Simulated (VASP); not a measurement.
Write the native input for VASP 6.6.1 that does the following.

```
Task                   : single point
Functional             : r2SCAN
Dispersion             : D3(BJ)
Potentials or basis    : VASP PAW PBE potentials, release 64 (Al)
Cutoff                 : 550 eV
k mesh                 : 11 × 11 × 11
Occupations            : fermi-dirac, width 0.05 eV
Spin                   : no spin polarisation
Dipole correction      : no
Further INCAR settings : ALGO = Normal; EDIFF = 1e-06; NBANDS = 8
```

Crystal: Al.

```
Al
1.0
     0.00000    1.98567    1.98567
     1.98567    0.00000    1.98567
     1.98567    1.98567    0.00000
Al
1
Direct
  0.00000 0.00000 0.00000
```

The input as run:

POSCAR

```
Al
1.0
    0.0000000000      1.9856742771      1.9856742771
    1.9856742771      0.0000000000      1.9856742771
    1.9856742771      1.9856742771      0.0000000000
Al
1
Direct
    0.0000000000      0.0000000000      0.0000000000
```

INCAR.step1

```
PREC = Accurate
ENCUT = 550
ISMEAR = -1
SIGMA = 0.05
LREAL = False
LASPH = True
NELM = 120
NBANDS = 8
GGA = PE
ALGO = Normal
EDIFF = 1E-5
LWAVE = True
LCHARG = False
GGA_COMPAT = False
```

INCAR.step2

```
PREC = Accurate
ENCUT = 550
EDIFF = 1E-6
ISMEAR = -1
SIGMA = 0.05
LREAL = False
LASPH = True
NELM = 120
ALGO = Normal
ISIF = 2
LWAVE = False
LCHARG = True
METAGGA = R2SCAN
LMIXTAU = True
IVDW = 12
VDW_S6 = 1.0
VDW_S8 = 0.78981345
VDW_A1 = 0.49484001
VDW_A2 = 5.73083694
LELF = True
LVHAR = True
NBANDS = 8
ISTART = 1
GGA_COMPAT = False
```

KPOINTS

```
Automatic mesh
0
Gamma
  11 11 11
```

Potentials or basis: VASP PAW PBE potentials, release 64 (Al).

Launch:

```bash
$ cat potpaw_PBE.64/Al/POTCAR > POTCAR
$ cp INCAR.step1 INCAR
$ mpirun -np 1 vasp_std > vasp.out
$ cp INCAR.step2 INCAR
$ mpirun -np 1 vasp_std > vasp.out
```

It gave:

```yaml
Pressure: -0.3 GPa
Dispersion_energy_per_atom: -0.168 eV
```

Caveat: the PAW data sets were made with another functional, which shifts forces and pressure a little; pairwise dispersion overbinds metals, which lowers pressure and volume.

Wall time 20 s on 1 thread of Intel(R) Xeon(R) Platinum 8375C CPU @ 2.90GHz (Ice Lake), with other jobs on the host, peak memory 0.14 GiB.
